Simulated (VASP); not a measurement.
Wanted: the native input for a VASP 6.6.1 run.

| Item | Value |
| --- | --- |
| Task | single point |
| Functional | PBE |
| Potentials or basis | VASP PAW PBE potentials, release 64 (Fe) |
| Cutoff | 600 eV |
| k mesh | 8 × 8 × 8 |
| Occupations | fermi-dirac, width 0.1 eV |
| Spin | collinear spin, ferromagnetic start |
| Starting moments | [2.5] μB |
| Dipole correction | no |
| Further INCAR settings | ALGO = Normal; EDIFF = 1e-06; NBANDS = 14 |

The structure of Fe lies in POSCAR:

```
Fe
1.0
   -1.4150000000      1.4150000000      1.4150000000
    1.4150000000     -1.4150000000      1.4150000000
    1.4150000000      1.4150000000     -1.4150000000
Fe
1
Direct
    0.0000000000      0.0000000000      0.0000000000
```

The input as run:

INCAR

```
ALGO = Normal
EDIFF = 1E-6
ENCUT = 600
GGA = PE
GGA_COMPAT = F
ISIF = 2
ISMEAR = -1
ISPIN = 2
LASPH = T
LCHARG = F
LMAXMIX = 4
LORBIT = 11
LREAL = F
LWAVE = F
MAGMOM = 2.5
NBANDS = 14
NELM = 200
PREC = Accurate
SIGMA = 0.1
```

KPOINTS

```
k-points
0
Gamma
  8 8 8
```

Potentials or basis: VASP PAW PBE potentials, release 64 (Fe).

Command:

```bash
$ cat potpaw_PBE.64/Fe/POTCAR > POTCAR
$ mpirun -np 1 vasp_std > vasp.out
```

Results of the run:

* Pressure: 0.0 GPa
* Net moment: 2.15 μB per cell
* Site moments: Fe +2.15 μB
* Valence electrons inside the program's atomic spheres: Fe 7.27

Caveat: the k points lie up to 0.39 Å⁻¹ apart.

Run time: 6.3 s on 1 thread of Intel(R) Xeon(R) 6975P-C (Granite Rapids) (shared host), peak memory 0.13 GiB.
